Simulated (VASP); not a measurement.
A run of VASP 6.6.1 is set up as follows.

Contents of INCAR:

```
SYSTEM = Cr
PREC = Accurate
ENCUT = 600
EDIFF = 1E-7
ISMEAR = 0
SIGMA = 0.1
LREAL = .FALSE.
LASPH = .TRUE.
NELM = 60
ALGO = Normal
ISIF = 3
LWAVE = .FALSE.
LCHARG = .FALSE.
GGA = PE
IBRION = 2
NSW = 90
EDIFFG = -0.04
```

Contents of KPOINTS:

```
regular mesh
0
G
  8 8 8
  0 0 0
```

Contents of POSCAR:

```
Cr
1.0
   -2.3090310874      2.3090310874      1.2596190817
    2.3090310874     -2.3090310874      1.2596190817
    2.3090310874      2.3090310874     -1.2596190817
Cr
2
Direct
    0.0000000000      0.0000000000      0.0000000000
    0.7500000000      0.2500000000      0.5000000000
```

Potentials or basis: VASP PAW PBE potentials, release 64 (Cr_pv).

Launch:

```console
$ cat potpaw_PBE.64/Cr_pv/POTCAR > POTCAR
$ mpirun -np 1 vasp_std > vasp.out
```

Question: What does it give for the relaxed cell?

Answer: a = 3.401 Å, b = 3.401 Å, c = 3.401 Å, α = 97.45°, β = 97.45°, γ = 137.79°.

Question: Estimate the relaxed volume.

Answer: 12.33 Å³/atom.

Question: Estimate the band gap on the k mesh.

Answer: Zero (band 12 reaches 11.21 eV, above the bottom of band 13 at 9.90 eV).

Question: What does it give for the space group after relaxing (to 0.05 Å)?

Answer: I4_1/amd (No. 141).

Stress tensor (GPa, compression positive):
```
 0.08  0.00  0.00
 0.00  0.08  0.00
 0.00  0.00 -0.05
```

Caveat: the run has no spin polarisation, though such a crystal can be magnetic. Spin polarisation is off, so any magnetic state and its effect on volume and gap are missing.
